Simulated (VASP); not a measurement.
# Cu (Fd-3m) in VASP: further runs

Cu is run at these levels: PBEsol; tasks: single point.

Program: VASP 6.6.1. These are calculated values, not measurements. Logs are shortened: lines on timing, memory, paths and dates and some standing lists are left out, and cuts for length are marked.

## 1. The cell of the first run

It takes space group Fd-3m (No. 227, cubic). Conventional cell: a = 4.917 Å, b = 4.917 Å, c = 4.917 Å, α = 90.00°, β = 90.00°, γ = 90.00°. Within 2.8 Å of Cu (site symmetry -43m) lie 4 Cu at 2.13 Å.

## 2. Single point, PBEsol

The input, INCAR:

```
PREC     = Accurate       # precision mode
ENCUT    = 520            # plane-wave cutoff, eV
EDIFF    = 1E-7           # SCF threshold, eV
ISMEAR   = -1             # smearing method
SIGMA    = 0.1            # smearing width, eV
LREAL    = F              # projectors in reciprocal space
LASPH    = T              # aspherical terms in the spheres
NELM     = 80             # most SCF steps
ALGO     = Normal         # electronic algorithm
ISIF     = 2              # what is computed and relaxed
LWAVE    = F              # write WAVECAR
LCHARG   = F              # write CHGCAR
GGA      = PS             # functional
NBANDS   = 18             # bands
```

The input, KPOINTS:

```
Automatic mesh
0
Gamma
  15 15 15
```

The input, POSCAR:

```
Cu
1.0
    0.0000000000      2.4583762075      2.4583762075
    2.4583762075      0.0000000000      2.4583762075
    2.4583762075      2.4583762075      0.0000000000
Cu
2
Direct
    0.0000000000      0.0000000000      0.0000000000
    0.2500000000      0.2500000000      0.2500000000
```

Potentials or basis: VASP PAW PBE potentials, release 64 (Cu).

Command:

```console
> cat potpaw_PBE.64/Cu/POTCAR > POTCAR
> mpirun -np 1 vasp_std > vasp.out
```

OUTCAR:

```text
PREC = Accurate
   ENCUT = 520
   EDIFF = 1E-7
   ISMEAR = -1
   LREAL = F
   LASPH = T
   NELM = 80
   ISIF = 2
   GGA = PS

 ion  position               nearest neighbor table
   1  0.000  0.000  0.000-   2 2.13   2 2.13   2 2.13   2 2.13
   2  0.250  0.250  0.250-   1 2.13   1 2.13   1 2.13   1 2.13

  LATTYP: Found a face centered cubic cell.
 ALAT       =     4.9167524150

  Lattice vectors:

 A1 = (   0.0000000000,   2.4583762075,   2.4583762075)
 A2 = (   2.4583762075,   0.0000000000,   2.4583762075)
 A3 = (   2.4583762075,   2.4583762075,   0.0000000000)

Analysis of symmetry for initial positions (statically):
=====================================================================
 Subroutine PRICEL returns:
 Original cell was already a primitive cell.

 Routine SETGRP: Setting up the symmetry group for a
 face centered cubic supercell.

 Subroutine GETGRP returns: Found 48 space group operations
 (whereof 24 operations were pure point group operations)
 out of a pool of 48 trial point group operations.

The static configuration has the point symmetry T_d .
 The point group associated with its full space group is O_h .

Analysis of symmetry for dynamics (positions and initial velocities):
=====================================================================
 Subroutine PRICEL returns:
 Original cell was already a primitive cell.

 Routine SETGRP: Setting up the symmetry group for a
 face centered cubic supercell.

 Subroutine GETGRP returns: Found 48 space group operations
 (whereof 24 operations were pure point group operations)
 out of a pool of 48 trial point group operations.

The dynamic configuration has the point symmetry T_d .
 The point group associated with its full space group is O_h .

 Subroutine INISYM returns: Found 48 space group operations
 (whereof 24 operations are pure point group operations),
 and found     1 'primitive' translations

----------------------------------------------------------------------------------------

                                     Primitive cell

  volume of cell :      29.7150

  direct lattice vectors                    reciprocal lattice vectors
     0.000000000  2.458376208  2.458376208    -0.203386283  0.203386283  0.203386283
     2.458376208  0.000000000  2.458376208     0.203386283 -0.203386283  0.203386283
     2.458376208  2.458376208  0.000000000     0.203386283  0.203386283 -0.203386283

  length of vectors
     3.476668974  3.476668974  3.476668974     0.352275376  0.352275376  0.352275376

[... 79 lines left out ...]
   NELM   =     80;   NELMIN=  2; NELMDL= -5     # of ELM steps
   EDIFF  = 0.1E-06   stopping-criterion for ELM
   LREAL  =      F    real-space projection
   EDIFFG = 0.1E-05   stopping-criterion for IOM
   NSW    =      0    number of steps for IOM
   IBRION =     -1    ionic relax: 0-MD 1-quasi-New 2-CG
   NFREE  =      0    steps in history (QN), initial steepest desc. (CG)
   ISIF   =      2    stress and relaxation
   ISYM   =      2    0-nonsym 1-usesym 2-fastsym
   POTIM  = 0.5000    time-step for ionic-motion
   TEBEG  =    0.0;   TEEND  =   0.0 temperature during run
   PSTRESS=    0.0 pullay stress
   NELECT =      22.0000    total number of electrons
   NUPDOWN=      -1.0000    fix difference up-down
   EMIN   =  10.00;   EMAX   =-10.00  energy-range for DOS
   EFERMI =   0.00;   METHOD = LEGACY
   ISMEAR =    -1;   SIGMA  =   0.10  broadening in eV -4-tet -1-fermi 0-gaus
   EFERMI_NEDOS =   21; number of points for ismear=-14 and -15
   IALGO  =     38    algorithm
   IMIX   =      4    mixing-type and parameters
     AMIX     =   0.40;   BMIX     =  1.00
     AMIX_MAG =   1.60;   BMIX_MAG =  1.00
  volume/ion in A,a.u.               =      14.86       100.26
  Fermi-wavevector in a.u.,A,eV,Ry     =   1.481008  2.798699 29.842807  2.193384
  Thomas-Fermi vector in A             =   2.594971
   LORBIT       =      0    0 simple, 1 ext, 2 COOP (PROOUT), +10 PAW based schemes
   GGA     = PS    functional components
   LHFCALC =     F    Hartree Fock is set to
   AEXX    =    0.0000 exact exchange contribution
   IVDW    =     0    specifies the selected vdW correction
   LEPSILON=     F    determine dielectric tensor
   LRPA    =     F    only Hartree local field effects (RPA)
 non-spin polarized calculation
  energy-cutoff  :      520.00
  volume of cell :       29.71
 maximum number of plane-waves:       821
 NGX is ok and might be reduce to    28
   NGX = 13   NGY = 13   NGZ = 13

 number of electron      21.9999989 magnetization

 Free energy of the ion-electron system (eV)
  ---------------------------------------------------
  ext. energy  EPLUGINS =         0.00000000
  ---------------------------------------------------
  free energy    TOTEN  =        -5.92348919 eV

  energy without entropy =       -5.89985275  energy(sigma->0) =       -5.91167097

 E-fermi :   4.9139     XC(G=0): -11.3600

 val. band max:        4.8943958241   @ k =  -0.4000   0.4000   0.0667
 cond. band min:       4.9598564844   @ k =  -0.4000   0.2667   0.0000
 fundamental gap:      0.0654606603
 Fermi energy:         4.9139107108

 k-point     1 :       0.0000    0.0000    0.0000
  band No.  band energies     occupation
      1      -2.8828      2.00000
      2       0.9706      2.00000
      3       0.9706      2.00000
      4       0.9951      2.00000
      5       0.9951      2.00000
      6       0.9951      2.00000
[... 481 lines left out ...]
      5       1.1757      2.00000
      6       1.4136      2.00000
[... 10 lines left out ...]
     17      20.9311      0.00000
     18      21.3642      0.00000

 [... further k-points ...]

------------------------ aborting loop because EDIFF is reached ----------------------------------------

  FORCE on cell =-STRESS in cart. coord.  units (eV):
  Direction    XX          YY          ZZ          XY          YZ          ZX
  --------------------------------------------------------------------------------------
  -------------------------------------------------------------------------------------
  Total        3.7876848      3.7876848      3.7876848      0.0000000      0.0000000      0.0000000
  in kB      204.2252269    204.2252269    204.2252269      0.0000000      0.0000000      0.0000000
  external PRESSURE =     204.2252269 kB  Pullay stress =       0.0000000 kB

 VOLUME and BASIS-vectors are now :
 -----------------------------------------------------------------------------
  energy-cutoff  :      520.00
  volume of cell :       29.71
      direct lattice vectors                 reciprocal lattice vectors
     0.000000000  2.458376208  2.458376208    -0.203386283  0.203386283  0.203386283
     2.458376208  0.000000000  2.458376208     0.203386283 -0.203386283  0.203386283
     2.458376208  2.458376208  0.000000000     0.203386283  0.203386283 -0.203386283

 POSITION                                       TOTAL-FORCE (eV/Angst)
 -----------------------------------------------------------------------------------
      0.00000      0.00000      0.00000        -0.000000     -0.000000      0.000000
      1.22919      1.22919      1.22919         0.000000      0.000000     -0.000000
 -----------------------------------------------------------------------------------
    total drift:                                0.000000      0.000000      0.000000

  FREE ENERGIE OF THE ION-ELECTRON SYSTEM (eV)
  ---------------------------------------------------
  free  energy   TOTEN  =        -5.9234891876 eV

  energy  without entropy=       -5.8998527477  energy(sigma->0) =       -5.91167097
```

OSZICAR:

```text
N       E                     dE             d eps       ncg     rms          rms(c)
DAV:   1     0.133537026539E+03    0.13354E+03   -0.10551E+04  4552   0.205E+03
DAV:   2    -0.353821203003E+00   -0.13389E+03   -0.12720E+03  4328   0.285E+02
DAV:   3    -0.741383257506E+01   -0.70600E+01   -0.68143E+01  4794   0.916E+01
DAV:   4    -0.751198234708E+01   -0.98150E-01   -0.98075E-01  5084   0.116E+01
DAV:   5    -0.751373871036E+01   -0.17564E-02   -0.17563E-02  5334   0.137E+00    0.110E+01
DAV:   6    -0.685429318414E+01    0.65945E+00   -0.14658E+01  5244   0.972E+01    0.607E+00
DAV:   7    -0.594142860911E+01    0.91286E+00   -0.32456E+00  5186   0.437E+01    0.688E-01
DAV:   8    -0.593189037926E+01    0.95382E-02   -0.64274E-02  6432   0.417E+00    0.782E-01
DAV:   9    -0.592372647786E+01    0.81639E-02   -0.27549E-02  5518   0.402E+00    0.136E-01
DAV:  10    -0.592349921036E+01    0.22727E-03   -0.10133E-03  6160   0.671E-01    0.269E-02
DAV:  11    -0.592348881602E+01    0.10394E-04   -0.39624E-05  6636   0.110E-01    0.266E-03
DAV:  12    -0.592348890091E+01   -0.84895E-07   -0.14256E-06  6524   0.209E-02    0.358E-03
DAV:  13    -0.592348919609E+01   -0.29518E-06   -0.55950E-07  5206   0.168E-02    0.249E-04
DAV:  14    -0.592348918765E+01    0.84474E-08   -0.12976E-08  2616   0.130E-03
   1 F= -.59234892E+01 E0= -.59116710E+01  d E =-.236364E-01
```

It took 2.3 min on 1 thread of Intel Xeon Platinum 8488C (Sapphire Rapids), shared host; peak memory 0.19 GiB.

Results:

* Free energy: -5.9235 eV
* Pressure: 20.4 GPa
* Band gap on the k mesh: zero (band 11 reaches 5.51 eV, above the bottom of band 12 at 4.64 eV)

Caveat: the PAW data sets were made with another functional, which shifts forces and pressure a little.

## 3. Single point, PBEsol

This run uses another cell than the first one, of 16.00 Å³/atom, 1.077 times its volume.

The input, INCAR:

```
  ALGO = Normal
  EDIFF = 1E-7
  ENCUT = 520
  GGA = PS
  ISIF = 2
  ISMEAR = -1
  LASPH = T
  LCHARG = F
  LREAL = F
  LWAVE = F
  NBANDS = 18
  NELM = 60
  PREC = Accurate
  SIGMA = 0.1
```

The input, KPOINTS:

```
k-points
0
Gamma
  15 15 15
```

The input, POSCAR:

```
Cu
1.0
    0.0000000000      2.5200579092      2.5200579092
    2.5200579092      0.0000000000      2.5200579092
    2.5200579092      2.5200579092      0.0000000000
Cu
2
Direct
    0.0000000000      0.0000000000      0.0000000000
    0.2500000000      0.2500000000      0.2500000000
```

Potentials or basis: VASP PAW PBE potentials, release 64 (Cu).

Command:

```console
> cat potpaw_PBE.64/Cu/POTCAR > POTCAR
> mpirun -np 1 vasp_std > vasp.out
```

Wall time 2.4 min (1 thread of Intel Xeon Platinum 8488C (Sapphire Rapids), shared host); peak memory 0.19 GiB.

Results (log left out):

```
Free energy            : -6.1406 eV
Pressure               : 10.4 GPa
Band gap on the k mesh : zero (band 11 reaches 4.70 eV, above the bottom of band 12 at 3.86 eV)
```

Levels at points of the mesh, in eV from the Fermi level:
```csv
k point,band 8,band 9,band 10,band 11,band 12,band 13,band 14,band 15
"(0.00, 0.00, 0.00)",-2.22,-2.22,-1.35,-1.35,11.05,11.05,11.05,11.76
```

Caveat: the PAW data sets were made with another functional, which shifts forces and pressure a little.
